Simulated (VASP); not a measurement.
# CuF (P4/mmm) in VASP: a series of runs, part 2 of 2

VASP 6.6.1. The steps go on from the part before.

**3. Single point, PBE-based screened hybrid**

POSCAR

```
CuF
1.0
    2.4710065500      0.0000000000      0.0000000000
    0.0000000000      2.4710065500      0.0000000000
    0.0000000000      0.0000000000      3.4165013900
Cu F
1 1
Direct
    0.0000000000      0.0000000000      0.0000000000
    0.5000000000      0.5000000000      0.5000000000
```

INCAR.step1

```
SYSTEM = CuF
  PREC = Accurate
  ENCUT = 520
  EDIFF = 1E-5
  ISMEAR = -1
  SIGMA = 0.05
  LREAL = .FALSE.
  LASPH = .TRUE.
  NELM = 80
  ALGO = Normal
  ISIF = 2
  LWAVE = .TRUE.
  LCHARG = .FALSE.
  GGA = PE
  NBANDS = 16
```

INCAR.step2

```
SYSTEM = CuF
  PREC = Accurate
  ENCUT = 520
  EDIFF = 1E-7
  ISMEAR = -1
  SIGMA = 0.05
  LREAL = .FALSE.
  LASPH = .TRUE.
  NELM = 80
  ALGO = Normal
  ISIF = 2
  LWAVE = .FALSE.
  LCHARG = .FALSE.
  GGA = PE
  LHFCALC = .TRUE.
  AEXX = 0.4
  HFSCREEN = 0.2
  PRECFOCK = Normal
  ISTART = 1
  NBANDS = 16
```

KPOINTS

```
Automatic mesh
0
G
  6 6 4
  0 0 0
```

Potentials or basis: VASP PAW PBE potentials, release 64 (Cu, F).

The run is started by

```sh
> cat potpaw_PBE.64/Cu/POTCAR potpaw_PBE.64/F/POTCAR > POTCAR
> cp INCAR.step1 INCAR
> mpirun -np 1 vasp_std > vasp.out
> cp INCAR.step2 INCAR
> mpirun -np 1 vasp_std > vasp.out
```

OUTCAR:

```text
SYSTEM = CuF
   PREC = Accurate
   ENCUT = 520
   EDIFF = 1E-7
   ISMEAR = -1
   LREAL = .FALSE.
   LASPH = .TRUE.
   NELM = 80
   ISIF = 2
   GGA = PE
   LHFCALC = .TRUE.
   AEXX = 0.4
   HFSCREEN = 0.2
   PRECFOCK = Normal
   ISTART = 1

 ion  position               nearest neighbor table
   1  0.000  0.000  0.000-
   2  0.500  0.500  0.500-

  LATTYP: Found a simple tetragonal cell.
 ALAT       =     2.4710065500
 C/A-ratio  =     1.3826355054

  Lattice vectors:

 A1 = (   2.4710065500,   0.0000000000,   0.0000000000)
 A2 = (   0.0000000000,   2.4710065500,   0.0000000000)
 A3 = (   0.0000000000,   0.0000000000,   3.4165013900)

Analysis of symmetry for initial positions (statically):
=====================================================================
 Subroutine PRICEL returns:
 Original cell was already a primitive cell.

 Routine SETGRP: Setting up the symmetry group for a
 simple tetragonal supercell.

 Subroutine GETGRP returns: Found 16 space group operations
 (whereof 16 operations were pure point group operations)
 out of a pool of 16 trial point group operations.

The static configuration has the point symmetry D_4h.

Analysis of symmetry for dynamics (positions and initial velocities):
=====================================================================
 Subroutine PRICEL returns:
 Original cell was already a primitive cell.

 Routine SETGRP: Setting up the symmetry group for a
 simple tetragonal supercell.

 Subroutine GETGRP returns: Found 16 space group operations
 (whereof 16 operations were pure point group operations)
 out of a pool of 16 trial point group operations.

The dynamic configuration has the point symmetry D_4h.

 Subroutine INISYM returns: Found 16 space group operations
 (whereof 16 operations are pure point group operations),
 and found     1 'primitive' translations

----------------------------------------------------------------------------------------

                                     Primitive cell

  volume of cell :      20.8607

  direct lattice vectors                    reciprocal lattice vectors
     2.471006550  0.000000000  0.000000000     0.404693383  0.000000000  0.000000000
     0.000000000  2.471006550  0.000000000     0.000000000  0.404693383  0.000000000
     0.000000000  0.000000000  3.416501390     0.000000000  0.000000000  0.292697086

  length of vectors
     2.471006550  2.471006550  3.416501390     0.404693383  0.404693383  0.292697086

  position of ions in fractional coordinates (direct lattice)
     0.000000000  0.000000000  0.000000000
     0.500000000  0.500000000  0.500000000

  ion indices of the primitive-cell ions
   primitive index   ion index
                 1           1
                 2           2

----------------------------------------------------------------------------------------

 KPOINTS: Automatic mesh

Automatic generation of k-mesh.
 Grid dimensions read from file:
 generate k-points for:    6    6    4

 Generating k-lattice:

  Cartesian coordinates                     Fractional coordinates (reciprocal lattice)
     0.067448897  0.000000000  0.000000000     0.166666667  0.000000000  0.000000000
     0.000000000  0.067448897  0.000000000     0.000000000  0.166666667  0.000000000
     0.000000000  0.000000000  0.073174271     0.000000000  0.000000000  0.250000000

  Length of vectors
     0.067448897  0.067448897  0.073174271

  Shift w.r.t. Gamma in fractional coordinates (k-lattice)
     0.000000000  0.000000000  0.000000000

 Subroutine IBZKPT returns following result:
 ===========================================

 Found     30 irreducible k-points:

 Following reciprocal coordinates:
            Coordinates               Weight
  0.000000  0.000000  0.000000      1.000000
  0.166667  0.000000  0.000000      4.000000
  0.333333  0.000000  0.000000      4.000000
  0.500000  0.000000  0.000000      2.000000
  0.166667  0.166667  0.000000      4.000000
  0.333333  0.166667  0.000000      8.000000
[... 16 lines left out ...]
  0.333333  0.000000  0.500000      4.000000
  0.500000  0.000000  0.500000      2.000000
 [... further k-points ...]
   k-points           NKPTS =     30   k-points in BZ     NKDIM =    144   number of bands    NBANDS=     16
   number of dos      NEDOS =    301   number of ions     NIONS =      2
   total plane-waves  NPLWV =   9072
   dimension x,y,z NGX =    18 NGY =   18 NGZ =   28
   dimension x,y,z NGXF=    36 NGYF=   36 NGZF=   56
   ions per type =               1   1
   NGX,Y,Z   is equivalent  to a cutoff of  12.11, 12.11, 13.62 a.u.
   NGXF,Y,Z  is equivalent  to a cutoff of  24.22, 24.22, 27.25 a.u.
 SYSTEM =  CuF
   PREC   = accura    normal or accurate (medium, high low for compatibility)
   ISTART =      1    job   : 0-new  1-cont  2-samecut
   ICHARG =      0    charge: 1-file 2-atom 10-const
   ISPIN  =      1    spin polarized calculation?
   LNONCOLLINEAR =      F non collinear calculations
   LSORBIT =      F    spin-orbit coupling
   LASPH  =      T    aspherical Exc in radial PAW
   ENCUT  =  520.0 eV  38.22 Ry    6.18 a.u.   4.59  4.59  6.35*2*pi/ulx,y,z
   NELM   =     80;   NELMIN=  2; NELMDL=  0     # of ELM steps
   EDIFF  = 0.1E-06   stopping-criterion for ELM
   LREAL  =      F    real-space projection
   EDIFFG = 0.1E-05   stopping-criterion for IOM
   NSW    =      0    number of steps for IOM
   IBRION =     -1    ionic relax: 0-MD 1-quasi-New 2-CG
   NFREE  =      0    steps in history (QN), initial steepest desc. (CG)
   ISIF   =      2    stress and relaxation
   ISYM   =      3    0-nonsym 1-usesym 2-fastsym
   POTIM  = 0.5000    time-step for ionic-motion
   TEBEG  =    0.0;   TEEND  =   0.0 temperature during run
   PSTRESS=    0.0 pullay stress
   NELECT =      18.0000    total number of electrons
   NUPDOWN=      -1.0000    fix difference up-down
   EMIN   =  10.00;   EMAX   =-10.00  energy-range for DOS
   EFERMI =   0.00;   METHOD = LEGACY
   ISMEAR =    -1;   SIGMA  =   0.05  broadening in eV -4-tet -1-fermi 0-gaus
   EFERMI_NEDOS =   21; number of points for ismear=-14 and -15
   IALGO  =     38    algorithm
   IMIX   =      1    mixing-type and parameters
     AMIX     =   0.40;   BMIX     =  1.00
     AMIX_MAG =   1.60;   BMIX_MAG =  1.00
  volume/ion in A,a.u.               =      10.43        70.39
  Fermi-wavevector in a.u.,A,eV,Ry     =   1.558556  2.945245 33.049887  2.429098
  Thomas-Fermi vector in A             =   2.662044
   LORBIT       =      0    0 simple, 1 ext, 2 COOP (PROOUT), +10 PAW based schemes
   GGA     = PE    functional components
   LHFCALC =     T    Hartree Fock is set to
   PRECFOCK=normal    Normal, Fast or Accurate (Low or Medium for compatibility)
   ENCUT4O =  -1.0   cutoff for four orbital integrals eV
   NKREDX  =     1    reduce k-point grid by
   NKREDY  =     1    reduce k-point grid by
   NKREDZ  =     1    reduce k-point grid by
   AEXX    =    0.4000 exact exchange contribution
   HFSCREEN=    0.2000 screening length (either q_TF or 0.3 A-1)
   HFSCREENC=   0.2000 screening length for correlation (either q_TF or 0.3 A-1)
   ENCUTFOCK=  -1.0 apply spherical cutoff to Coloumb kernel
   IVDW    =     0    specifies the selected vdW correction
   LEPSILON=     F    determine dielectric tensor
   LRPA    =     F    only Hartree local field effects (RPA)
 non-spin polarized calculation
  energy-cutoff  :      520.00
  volume of cell :       20.86
 maximum number of plane-waves:       580
  NGX = 14; NGY = 14; NGZ = 20

 number of electron      17.9999967 magnetization

 Free energy of the ion-electron system (eV)
  ---------------------------------------------------
  ext. energy  EPLUGINS =         0.00000000
  ---------------------------------------------------
  free energy    TOTEN  =        -9.58085425 eV

  energy without entropy =       -9.58085425  energy(sigma->0) =       -9.58085425

 E-fermi :   3.0082     XC(G=0):  -8.2040

 val. band max:        2.1566181896   @ k =   0.5000   0.5000   0.5000
 cond. band min:       3.7962003330   @ k =   0.0000   0.0000   0.0000
 fundamental gap:      1.6395821434
 Fermi energy:         3.0082082211

 k-point     1 :       0.0000    0.0000    0.0000
  band No.  band energies     occupation
      1     -24.0497      2.00000
      2      -3.1432      2.00000
      3      -1.2334      2.00000
      4      -1.0120      2.00000
      5      -0.7660      2.00000
      6      -0.7660      2.00000
[... 433 lines left out ...]
      3      -3.4492      2.00000
      4      -0.7067      2.00000
      5      -0.3942      2.00000
      6      -0.0748      2.00000
[... 8 lines left out ...]
     15      33.1503      0.00000
     16      33.8115      0.00000

 [... further k-points ...]

------------------------ aborting loop because EDIFF is reached ----------------------------------------

  FORCE on cell =-STRESS in cart. coord.  units (eV):
  Direction    XX          YY          ZZ          XY          YZ          ZX
  --------------------------------------------------------------------------------------
  -------------------------------------------------------------------------------------
  Total        1.6687223      1.6687223     -3.4134433      0.0000000      0.0000000      0.0000000
  in kB      128.1637613    128.1637613   -262.1645007      0.0000000      0.0000000      0.0000000
  external PRESSURE =      -1.9456593 kB  Pullay stress =       0.0000000 kB

 VOLUME and BASIS-vectors are now :
 -----------------------------------------------------------------------------
  energy-cutoff  :      520.00
  volume of cell :       20.86
      direct lattice vectors                 reciprocal lattice vectors
     2.471006550  0.000000000  0.000000000     0.404693383  0.000000000  0.000000000
     0.000000000  2.471006550  0.000000000     0.000000000  0.404693383  0.000000000
     0.000000000  0.000000000  3.416501390     0.000000000  0.000000000  0.292697086

 POSITION                                       TOTAL-FORCE (eV/Angst)
 -----------------------------------------------------------------------------------
      0.00000      0.00000      0.00000         0.000000      0.000000      0.000000
      1.23550      1.23550      1.70825         0.000000      0.000000      0.000000
 -----------------------------------------------------------------------------------
    total drift:                               -0.000000     -0.000000     -0.000000

  FREE ENERGIE OF THE ION-ELECTRON SYSTEM (eV)
  ---------------------------------------------------
  free  energy   TOTEN  =        -9.5808542524 eV

  energy  without entropy=       -9.5808542489  energy(sigma->0) =       -9.58085425
```

It took 17 min on 1 thread of Intel Xeon Platinum 8488C (Sapphire Rapids), shared host; peak memory 0.23 GiB.

Results:

| Quantity | Value |
| --- | --- |
| Free energy | -9.5809 eV |
| Pressure | -0.2 GPa |
| Band gap on the k mesh | 1.64 eV, indirect (least direct gap 2.56 eV) |

Stress tensor (GPa, compression positive):
```
 12.82   0.00   0.00
  0.00  12.82   0.00
  0.00   0.00 -26.22
```

Caveat: the k points lie up to 0.46 Å⁻¹ apart; the PAW data sets were made with another functional, which shifts forces and pressure a little. A k mesh can miss the band edges.

**4. Single point, PBE-based screened hybrid**

POSCAR is that of step 3.

INCAR.step1

```
ALGO = Normal
EDIFF = 1E-5
ENCUT = 520
GGA = PE
ISIF = 2
ISMEAR = -1
LASPH = T
LREAL = F
LWAVE = T
NBANDS = 16
NELM = 80
PREC = Accurate
SIGMA = 0.05
```

INCAR.step2

```
AEXX = 0.5
ALGO = Normal
EDIFF = 1E-6
ENCUT = 520
GGA = PE
HFSCREEN = 0.2
ISIF = 2
ISMEAR = -1
ISTART = 1
LASPH = T
LCHARG = T
LELF = T
LHFCALC = T
LREAL = F
LVHAR = T
LWAVE = F
NBANDS = 16
NELM = 80
PREC = Accurate
PRECFOCK = Normal
SIGMA = 0.05
```

KPOINTS

```
k-points
0
Gamma
  6 6 4
```

The run is started by

```sh
> cat potpaw_PBE.64/Cu/POTCAR potpaw_PBE.64/F/POTCAR > POTCAR
> cp INCAR.step1 INCAR
> mpirun -np 1 vasp_std > vasp.out
> cp INCAR.step2 INCAR
> mpirun -np 1 vasp_std > vasp.out
```

Wall time 15 min (1 thread of Intel Xeon Platinum 8488C (Sapphire Rapids), shared host); peak memory 0.23 GiB.

It converged, with:

```
Free energy            : -10.4194 eV
Pressure               : -1.1 GPa
Band gap on the k mesh : 2.53 eV, indirect (least direct gap 3.52 eV)
```

Stress tensor (GPa, compression positive):
```
 13.08   0.00   0.00
  0.00  13.08   0.00
  0.00   0.00 -29.35
```

Levels at points of the mesh, in eV from the valence-band top:
```csv
k point,band 6,band 7,band 8,band 9,band 10,band 11,band 12,band 13
"(0.00, 0.00, 0.00)",-2.88,-1.35,-1.35,-0.99,2.53,17.21,18.42,24.52
"(0.50, 0.00, 0.00)",-1.24,-1.18,-0.73,-0.26,7.20,11.00,16.33,23.71
"(0.50, 0.50, 0.00)",-2.28,-2.28,-1.07,-0.01,13.32,13.57,13.57,18.45
"(0.00, 0.00, 0.50)",-2.17,-0.99,-0.75,-0.75,7.31,10.06,24.86,24.86
"(0.50, 0.00, 0.50)",-2.32,-1.75,-1.29,-0.64,9.23,10.54,16.20,21.18
"(0.50, 0.50, 0.50)",-1.14,-1.12,-0.67,0.00,11.59,11.59,14.05,18.57
```

Caveat: the k points lie up to 0.46 Å⁻¹ apart; the PAW data sets were made with another functional, which shifts forces and pressure a little. A k mesh can miss the band edges.

**5. Single point, r2SCAN0**

POSCAR is that of step 4.

INCAR.step1

```
  ALGO = Normal
  EDIFF = 1E-5
  ENCUT = 520
  GGA = PE
  ISIF = 2
  ISMEAR = -1
  LASPH = T
  LREAL = F
  LWAVE = T
  NBANDS = 16
  NELM = 80
  PREC = Accurate
  SIGMA = 0.05
```

INCAR.step2

```
  AEXX = 0.25
  ALGO = Normal
  EDIFF = 1E-6
  ENCUT = 520
  ISIF = 2
  ISMEAR = -1
  ISTART = 1
  LASPH = T
  LCHARG = T
  LELF = T
  LHFCALC = T
  LMIXTAU = T
  LREAL = F
  LVHAR = T
  LWAVE = F
  METAGGA = R2SCAN
  NBANDS = 16
  NELM = 80
  PREC = Accurate
  PRECFOCK = Normal
  SIGMA = 0.05
```

KPOINTS is that of step 4.

The run is started by

```sh
> cat potpaw_PBE.64/Cu/POTCAR potpaw_PBE.64/F/POTCAR > POTCAR
> cp INCAR.step1 INCAR
> mpirun -np 1 vasp_std > vasp.out
> cp INCAR.step2 INCAR
> mpirun -np 1 vasp_std > vasp.out
```

Run time: 16 min. Hardware: 1 thread of Intel Xeon Platinum 8375C at 2.90GHz (Ice Lake), shared host; peak memory 0.14 GiB.

Results (log left out):

```
Free energy            : -15.7949 eV
Pressure               : -3.9 GPa
Band gap on the k mesh : 1.47 eV, indirect (least direct gap 2.29 eV)
```

Stress tensor (GPa, compression positive):
```
  7.83   0.00   0.00
  0.00   7.83   0.00
  0.00   0.00 -27.46
```

Levels at points of the mesh, in eV from the valence-band top:
```csv
k point,band 6,band 7,band 8,band 9,band 10,band 11,band 12,band 13
"(0.00, 0.00, 0.00)",-3.05,-1.13,-1.13,-0.82,1.47,15.64,17.14,23.23
"(0.50, 0.00, 0.00)",-1.12,-1.02,-0.76,-0.28,6.06,9.41,14.96,22.55
"(0.50, 0.50, 0.00)",-2.03,-2.03,-1.06,-0.01,11.82,12.13,12.13,17.29
"(0.00, 0.00, 0.50)",-2.08,-0.82,-0.66,-0.66,5.86,8.75,23.34,23.34
"(0.50, 0.00, 0.50)",-2.08,-1.55,-1.07,-0.63,7.78,9.21,14.70,19.86
"(0.50, 0.50, 0.50)",-1.03,-1.03,-0.63,0.00,10.27,10.27,12.70,16.62
```

Caveat: the k points lie up to 0.46 Å⁻¹ apart; the PAW data sets were made with another functional, which shifts forces and pressure a little. A k mesh can miss the band edges.

**6. Single point, PBE**

INCAR

```
  PREC = Accurate
  ENCUT = 520
  EDIFF = 1E-6
  ISMEAR = -1
  SIGMA = 0.05
  LREAL = False
  LASPH = True
  NELM = 80
  ALGO = Normal
  ISIF = 2
  LWAVE = False
  LCHARG = False
  GGA = PE
  NBANDS = 16
```

KPOINTS

```
regular mesh
0
Gamma
  11 11 8
```

POSCAR is that of step 5.

Potentials or basis: VASP PAW PBE potentials, release 64 (Cu, F).

The run is started by

```sh
> cat potpaw_PBE.64/Cu/POTCAR potpaw_PBE.64/F/POTCAR > POTCAR
> mpirun -np 1 vasp_std > vasp.out
```

It took 52 s on 1 thread of Intel Xeon 8259CL, shared host; peak memory 0.15 GiB.

The run converged. Its results:

```
Free energy            : -6.7606 eV
Pressure               : 4.4 GPa
Band gap on the k mesh : zero (band 9 reaches 4.39 eV, above the bottom of band 10 at 3.95 eV)
```

Stress tensor (GPa, compression positive):
```
 12.10   0.00   0.00
  0.00  12.10   0.00
  0.00   0.00 -11.14
```

Levels at points of the mesh, in eV from the Fermi level:
```
           k point  band 6  band 7  band 8  band 9  band 10  band 11  band 12  band 13
(0.00, 0.00, 0.00)   -2.59   -0.81   -0.59   -0.59    -0.39    11.81    13.88    19.57
(0.00, 0.00, 0.50)   -1.75   -0.39   -0.20   -0.20     2.78     5.60    19.55    19.55
```

Caveat: semilocal functionals often make such compounds metallic where correlation or magnetic order opens a gap, which also shifts bond lengths.

**7. The runs side by side**

| level | k mesh | smearing | grid for exact exchange (PRECFOCK) | share of exact exchange | screening parameter | gap on the mesh (eV) | pressure (GPa) |
| --- | --- | --- | --- | --- | --- | --- | --- |
| PBE | 9 × 9 × 7 | methfessel-paxton 0.05 eV | - | - | - | none | 4.3 |
| PBE-based screened hybrid | 6 × 6 × 4 | fermi-dirac 0.05 eV | Normal | 0.4 | 0.2 1/Å | 1.64 | -0.2 |
| PBE-based screened hybrid | 6 × 6 × 4 | fermi-dirac 0.05 eV | Normal | 0.5 | 0.2 1/Å | 2.53 | -1.1 |
| r2SCAN0 | 6 × 6 × 4 | fermi-dirac 0.05 eV | Normal | - | - | 1.47 | -3.9 |
| PBE | 11 × 11 × 8 | fermi-dirac 0.05 eV | - | - | - | none | 4.4 |

Alike in all rows: task single point; potentials or basis VASP PAW PBE potentials, release 64 (Cu, F); no spin polarisation; cell as given; cutoff (eV) 520.

Caveats: some runs use coarse meshes; the PAW data sets were made with another functional, which shifts forces and pressure a little (some runs); semilocal functionals often make such compounds metallic where correlation or magnetic order opens a gap, which also shifts bond lengths (some runs).

Total energies depend on the potentials used, so only differences within one code and one set of settings carry meaning.
